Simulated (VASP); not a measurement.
Write the native input for VASP 6.6.1 that does the following.

| Quantity | Value |
| --- | --- |
| Task | single point |
| Functional | PBE |
| Potentials or basis | VASP PAW PBE potentials, release 64 (C, B) |
| Cutoff | 520 eV |
| k mesh | 15 × 15 × 15 |
| Occupations | fermi-dirac, width 0.05 eV |
| Spin | no spin polarisation |
| Dipole correction | no |
| Further INCAR settings | ALGO = Normal; EDIFF = 1e-06; NBANDS = 20 |

The structure of BC5 lies in POSCAR:

```
BC5
1.0
   -1.2323438144      1.2323438144      5.5884221795
    1.2323438144     -1.2323438144      5.5884221795
    1.2323438144      1.2323438144     -5.5884221795
C B
5 1
Direct
    0.0801160000      0.5801160000      0.5000000000
    0.4198840000      0.9198840000      0.5000000000
    0.5000000000      0.5000000000      0.0000000000
    0.1562810000      0.1562810000      0.0000000000
    0.8437190000      0.8437190000      0.0000000000
    0.7500000000      0.2500000000      0.5000000000
```

One way to write it, as run:

INCAR

```
PREC = Accurate
ENCUT = 520
EDIFF = 1E-6
ISMEAR = -1
SIGMA = 0.05
LREAL = F
LASPH = T
NELM = 60
ALGO = Normal
ISIF = 2
LWAVE = F
LCHARG = F
GGA = PE
NBANDS = 20
```

KPOINTS

```
regular mesh
0
Gamma
  15 15 15
```

Potentials or basis: VASP PAW PBE potentials, release 64 (C, B).

Command:

```console
$ cat potpaw_PBE.64/C/POTCAR potpaw_PBE.64/B/POTCAR > POTCAR
$ mpirun -np 1 vasp_std > vasp.out
```

It gave:

The pressure is 25.9 GPa. The largest force is 0.208 eV/Å.

Run time: 5 min on 1 thread of Intel(R) Xeon(R) 6975P-C (Granite Rapids), on a shared host, peak memory 0.39 GiB.
